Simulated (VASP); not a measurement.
# SnSe (P4/nmm) in VASP: G0W0 quasiparticle levels with r2SCAN

Aim: the G0W0 quasiparticle levels of SnSe with r2SCAN.

Program: VASP 6.6.1. These are calculated values, not measurements. Logs are shortened: lines on timing, memory, paths and dates and some standing lists are left out, and cuts for length are marked.

## Step 1: The cell of the first run

The typed cell holds 4 atoms: a = 4.219 Å, b = 4.219 Å, c = 5.993 Å, α = 90.00°, β = 90.00°, γ = 90.00°.

## Step 2: G0W0 quasiparticle levels, r2SCAN

Input file POSCAR:

```
SnSe
1.0
    4.2193394297      0.0000000000      0.0000000000
    0.0000000000      4.2193394297      0.0000000000
    0.0000000000      0.0000000000      5.9930256300
Sn Se
2 2
Direct
    0.5000000000      0.0000000000      0.2500916060
    0.0000000000      0.5000000000      0.7499083940
    0.5000000000      0.0000000000      0.7498972714
    0.0000000000      0.5000000000      0.2501027286
```

Input file INCAR.step1:

```
SYSTEM = SnSe
PREC = Accurate
ENCUT = 500
EDIFF = 1E-8
ISMEAR = 0
SIGMA = 0.01
LREAL = .FALSE.
LASPH = .TRUE.
NELM = 100
ALGO = Normal
LWAVE = .TRUE.
LCHARG = .FALSE.
METAGGA = R2SCAN
LMIXTAU = .TRUE.
```

Input file INCAR.step2:

```
SYSTEM = SnSe
PREC = Accurate
ENCUT = 500
EDIFF = 1E-8
ISMEAR = 0
SIGMA = 0.01
LREAL = .FALSE.
LASPH = .TRUE.
NELM = 1
ALGO = Exact
LWAVE = .TRUE.
LCHARG = .FALSE.
METAGGA = R2SCAN
LMIXTAU = .TRUE.
NBANDS = 757
LOPTICS = .TRUE.
ISTART = 1
```

Input file INCAR.step3:

```
SYSTEM = SnSe
PREC = Accurate
ENCUT = 500
EDIFF = 1E-8
ISMEAR = 0
SIGMA = 0.01
LREAL = .FALSE.
LASPH = .TRUE.
ALGO = EVGW0
LWAVE = .FALSE.
LCHARG = .FALSE.
METAGGA = R2SCAN
LMIXTAU = .TRUE.
NELMGW = 1
NBANDS = 757
ENCUTGW = 200
NOMEGA = 48
PRECFOCK = Fast
ISTART = 1
NBANDSGW = 28
```

Input file KPOINTS:

```
regular mesh
0
G
  4 4 2
  0 0 0
```

Potentials or basis: VASP PAW PBE potentials, release 64 (Sn_d_GW, Se_GW).

Started as:

```sh
cat potpaw_PBE.64/Sn_d_GW/POTCAR potpaw_PBE.64/Se_GW/POTCAR > POTCAR
cp INCAR.step1 INCAR
mpirun -np 1 vasp_std > vasp.out
cp INCAR.step2 INCAR
mpirun -np 1 vasp_std > vasp.out
cp INCAR.step3 INCAR
mpirun -np 1 vasp_std > vasp.out
```

OUTCAR:

```text
SYSTEM = SnSe
   PREC = Accurate
   ENCUT = 500
   EDIFF = 1E-8
   ISMEAR = 0
   LREAL = .FALSE.
   LASPH = .TRUE.
   METAGGA = R2SCAN
   NELMGW = 1
   ENCUTGW = 200
   PRECFOCK = Fast
   ISTART = 1

 ion  position               nearest neighbor table
   1  0.500  0.000  0.250-   4 2.98   4 2.98   4 2.98   4 2.98
   2  0.000  0.500  0.750-   3 2.98   3 2.98   3 2.98   3 2.98
   3  0.500  0.000  0.750-   2 2.98   2 2.98   2 2.98   2 2.98
   4  0.000  0.500  0.250-   1 2.98   1 2.98   1 2.98   1 2.98

  LATTYP: Found a simple tetragonal cell.
 ALAT       =     4.2193394297
 C/A-ratio  =     1.4203705888

  Lattice vectors:

 A1 = (   4.2193394297,   0.0000000000,   0.0000000000)
 A2 = (   0.0000000000,   4.2193394297,   0.0000000000)
 A3 = (   0.0000000000,   0.0000000000,   5.9930256300)

Analysis of symmetry for initial positions (statically):
=====================================================================
 Subroutine PRICEL returns:
 Original cell was already a primitive cell.

 Routine SETGRP: Setting up the symmetry group for a
 simple tetragonal supercell.

 Subroutine GETGRP returns: Found 16 space group operations
 (whereof  8 operations were pure point group operations)
 out of a pool of 16 trial point group operations.

The static configuration has the point symmetry D_2d.
 The point group associated with its full space group is D_4h.

Analysis of symmetry for dynamics (positions and initial velocities):
=====================================================================
 Subroutine PRICEL returns:
 Original cell was already a primitive cell.

 Routine SETGRP: Setting up the symmetry group for a
 simple tetragonal supercell.

 Subroutine GETGRP returns: Found 16 space group operations
 (whereof  8 operations were pure point group operations)
 out of a pool of 16 trial point group operations.

The dynamic configuration has the point symmetry D_2d.
 The point group associated with its full space group is D_4h.

 Subroutine INISYM returns: Found 16 space group operations
 (whereof  8 operations are pure point group operations),
 and found     1 'primitive' translations

----------------------------------------------------------------------------------------

                                     Primitive cell

[... 48 lines left out ...]

 Following reciprocal coordinates:
            Coordinates               Weight
  0.000000  0.000000  0.000000      1.000000
  0.250000  0.000000  0.000000      4.000000
  0.500000  0.000000  0.000000      2.000000
  0.250000  0.250000  0.000000      4.000000
  0.500000  0.250000  0.000000      4.000000
  0.500000  0.500000  0.000000      1.000000
  0.000000  0.000000  0.500000      1.000000
  0.250000  0.000000  0.500000      4.000000
  0.500000  0.000000  0.500000      2.000000
  0.250000  0.250000  0.500000      4.000000
  0.500000  0.250000  0.500000      4.000000
  0.500000  0.500000  0.500000      1.000000
   k-points           NKPTS =     12   k-points in BZ     NKDIM =     32   number of bands    NBANDS=    757
   number of dos      NEDOS =    301   number of ions     NIONS =      4
   total plane-waves  NPLWV =  49152
   dimension x,y,z NGX =    32 NGY =   32 NGZ =   48
   dimension x,y,z NGXF=    64 NGYF=   64 NGZF=   96
   ions per type =               2   2
   NGX,Y,Z   is equivalent  to a cutoff of  12.61, 12.61, 13.32 a.u.
   NGXF,Y,Z  is equivalent  to a cutoff of  25.22, 25.22, 26.63 a.u.
 SYSTEM =  SnSe
   PREC   = accura    normal or accurate (medium, high low for compatibility)
   ISTART =      1    job   : 0-new  1-cont  2-samecut
   ICHARG =      0    charge: 1-file 2-atom 10-const
   ISPIN  =      1    spin polarized calculation?
   LNONCOLLINEAR =      F non collinear calculations
   LSORBIT =      F    spin-orbit coupling
   LASPH  =      T    aspherical Exc in radial PAW
   ENCUT  =  500.0 eV  36.75 Ry    6.06 a.u.   7.69  7.69 10.93*2*pi/ulx,y,z
   NELM   =     60;   NELMIN=  2; NELMDL=  0     # of ELM steps
   EDIFF  = 0.1E-07   stopping-criterion for ELM
   LREAL  =      F    real-space projection
   EDIFFG = 0.1E-06   stopping-criterion for IOM
   NSW    =      0    number of steps for IOM
   IBRION =     -1    ionic relax: 0-MD 1-quasi-New 2-CG
   NFREE  =      0    steps in history (QN), initial steepest desc. (CG)
   ISIF   =      0    stress and relaxation
   ISYM   =      3    0-nonsym 1-usesym 2-fastsym
   POTIM  = 0.5000    time-step for ionic-motion
   TEBEG  =    0.0;   TEEND  =   0.0 temperature during run
   PSTRESS=    0.0 pullay stress
   NELECT =      40.0000    total number of electrons
   NUPDOWN=      -1.0000    fix difference up-down
   EMIN   =  10.00;   EMAX   =-10.00  energy-range for DOS
   EFERMI =   0.00;   METHOD = LEGACY
   ISMEAR =     0;   SIGMA  =   0.01  broadening in eV -4-tet -1-fermi 0-gaus
   EFERMI_NEDOS =   21; number of points for ismear=-14 and -15
   IALGO  =     38    algorithm
   IMIX   =      4    mixing-type and parameters
     AMIX     =   0.40;   BMIX     =  1.00
     AMIX_MAG =   1.60;   BMIX_MAG =  1.00
  volume/ion in A,a.u.               =      26.67       180.00
  Fermi-wavevector in a.u.,A,eV,Ry     =   1.180456  2.230738 18.959397  1.393476
  Thomas-Fermi vector in A             =   2.316748
   LORBIT       =      0    0 simple, 1 ext, 2 COOP (PROOUT), +10 PAW based schemes
   METAGGA = R2SCAN    functional components
   LHFCALC =     T    Hartree Fock is set to
   PRECFOCK=fast      Normal, Fast or Accurate (Low or Medium for compatibility)
   ENCUT4O =  -1.0   cutoff for four orbital integrals eV
   NKREDX  =     1    reduce k-point grid by
   NKREDY  =     1    reduce k-point grid by
   NKREDZ  =     1    reduce k-point grid by
   AEXX    =    1.0000 exact exchange contribution
   HFSCREEN=    0.0000 screening length (either q_TF or 0.3 A-1)
   HFSCREENC=   0.0000 screening length for correlation (either q_TF or 0.3 A-1)
   ENCUTFOCK=  -1.0 apply spherical cutoff to Coloumb kernel
   IVDW    =     0    specifies the selected vdW correction
   LEPSILON=     F    determine dielectric tensor
   LRPA    =     F    only Hartree local field effects (RPA)
   LRPAFORCE           =     F    calculate RPA forces
   ENCUTGW             = 200.0    cutoff for response function in eV
   ENCUTGWSOFT         = 160.0    soft cutoff for Coulomb kernel in GW response function in eV
   ENCUTLF             =  -1.0    cutoff for local field effects
   NELMGW              =     1    number of iterations in solving QP/BSE equation
   NELMHF              =     1    number of iterations in the inner HF iteration
   NKREDLFX            =     1    NKREDLFY  =   1   NKREDLFZ  =   1
 non-spin polarized calculation
 Gauss-broadening in eV      SIGMA  =   0.01
  energy-cutoff  :      500.00
  volume of cell :      106.69
 maximum number of plane-waves:      2725
 NGX is ok and might be reduce to    32
  NGX = 18; NGY = 18; NGZ = 28
   NGX = 15   NGY = 15   NGZ = 21
 maximum number of plane-waves:       720

 QP shifts <psi_nk| G(iteration)W_0 |psi_nk>: iteration 1
 for sc-GW calculations column KS-energies equals QP-energies in previous step
 and V_xc(KS)=  KS-energies - (<T + V_ion + V_H > + <T+V_H+V_ion>^1  + <V_x>^1)

 k-point   1 :       0.0000    0.0000    0.0000
  band No.  KS-energies  QP-energies   sigma(KS)   V_xc(KS)     V^pw_x(r,r')   Z            occupation Imag(sigma)

      1     -17.9325     -19.8000     -21.1806     -18.3173     -27.1000       0.6522       2.0000       0.2461
      2     -17.8966     -19.8195     -21.2805     -18.3683     -27.1357       0.6603       2.0000       0.2068
      3     -17.8871     -19.7771     -21.2469     -18.3518     -27.0667       0.6529       2.0000       0.1843
      4     -17.8871     -19.7771     -21.2469     -18.3518     -27.0667       0.6529       2.0000       0.1843
      5     -17.8678     -19.7816     -21.2769     -18.3761     -27.0905       0.6598       2.0000       0.1823
      6     -17.8678     -19.7816     -21.2769     -18.3761     -27.0905       0.6598       2.0000       0.1823
[... 372 lines left out ...]
     27      12.2548      11.8683     -10.1392      -9.6292      -4.4665       0.7579       0.0000      -0.5349
     28      12.2548      11.8683     -10.1392      -9.6292      -4.4665       0.7579       0.0000      -0.5349
```

OUTCAR.step2:

```text
SYSTEM = SnSe
   PREC = Accurate
   ENCUT = 500
   EDIFF = 1E-8
[... 973 lines left out ...]
  --------------------------------------------------------------------------------------------------------------
     0.00000    33.65804    33.65804    59.93567     0.00000    -0.00000     0.00000
     2.78596   -21.47241   -21.47241   -52.48010     0.00000     0.00000     0.00000
     5.57192    -0.71138    -0.71138    -6.51808     0.00000     0.00000    -0.00000
     8.35787    -0.33718    -0.33718    -1.54771     0.00000    -0.00000    -0.00000
    11.14383    -0.69460    -0.69460    -0.94585    -0.00000     0.00000    -0.00000
    13.92979    -0.20307    -0.20307    -1.08953    -0.00000    -0.00000    -0.00000
[... 92 lines left out ...]
   273.02384     0.99159     0.99159     0.98995     0.00000     0.00000     0.00000
   275.80980     0.99177     0.99177     0.99017     0.00000     0.00000     0.00000
```

It took 2 h on 1 thread of Intel Xeon Platinum 8488C (Sapphire Rapids), shared host; peak memory 2.4 GiB.

What came out:

* Quasiparticle gap: 0.64 eV
* Least direct quasiparticle gap: 0.64 eV
* Band gap of the starting levels on the mesh: 0.55 eV
* Least direct gap of the starting levels on the mesh: 0.55 eV

Caveat: the k points lie up to 0.52 Å⁻¹ apart; bands, screening cutoff and mesh are small and nothing is extrapolated, so the quasiparticle values aren't converged; spin-orbit coupling is left out, which moves the levels of the heavy elements.
